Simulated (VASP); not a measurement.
Wanted: the native input for a VASP 6.6.1 run.

* Task: relaxation of shape and atoms at fixed volume
* Functional: PBE
* Potentials or basis: VASP PAW PBE potentials, release 64 (Ge_d)
* Cutoff: 600 eV
* k mesh: 12 × 12 × 6
* Occupations: gaussian, width 0.1 eV
* Spin: no spin polarisation
* Dipole correction: no
* Further INCAR settings: ALGO = Normal; EDIFF = 1e-07; IBRION = 2; EDIFFG = -0.01; NSW = 50; ISIF = 4

The structure of Ge lies in POSCAR:

```
Ge
1.0
    4.1377486138      0.0000000000      0.0000000000
   -2.0688743069      3.5833954141      0.0000000000
    0.0000000000      0.0000000000      6.8237875622
Ge
4
Direct
    0.6666666667      0.3333333333      0.0627911808
    0.3333333333      0.6666666667      0.5627911808
    0.6666666667      0.3333333333      0.4372088192
    0.3333333333      0.6666666667      0.9372088192
```

This isn't the form of Ge at room conditions, which is diamond.

These files were run (other wordings do the same):

INCAR

```
SYSTEM = Ge
ALGO = Normal
EDIFF = 1E-7
EDIFFG = -0.01
ENCUT = 600
GGA = PE
IBRION = 2
ISIF = 4
ISMEAR = 0
LASPH = .True.
LCHARG = .False.
LREAL = .False.
LWAVE = .False.
NELM = 100
NSW = 50
PREC = Accurate
SIGMA = 0.1
```

KPOINTS

```
k-points
0
Gamma
  12 12 6
  0 0 0
```

Potentials or basis: VASP PAW PBE potentials, release 64 (Ge_d).

Launch:

```console
$ cat potpaw_PBE.64/Ge_d/POTCAR > POTCAR
$ mpirun -np 1 vasp_std > vasp.out
```

Results of the run:

```yaml
Energy_gained_by_relaxing: 0.0 meV/atom
Ionic_steps: 2
Pressure_after_relaxing: -3.0 GPa
Band_gap_on_the_k_mesh: zero (bands 28 and 29 overlap by 0.01 eV)
```

Caveat: semilocal functionals underestimate gaps, and a narrow one can read as zero.

Wall time 2.7 min on 1 thread of Intel(R) Xeon(R) 6975P-C (Granite Rapids) (shared host), peak memory 0.4 GiB.
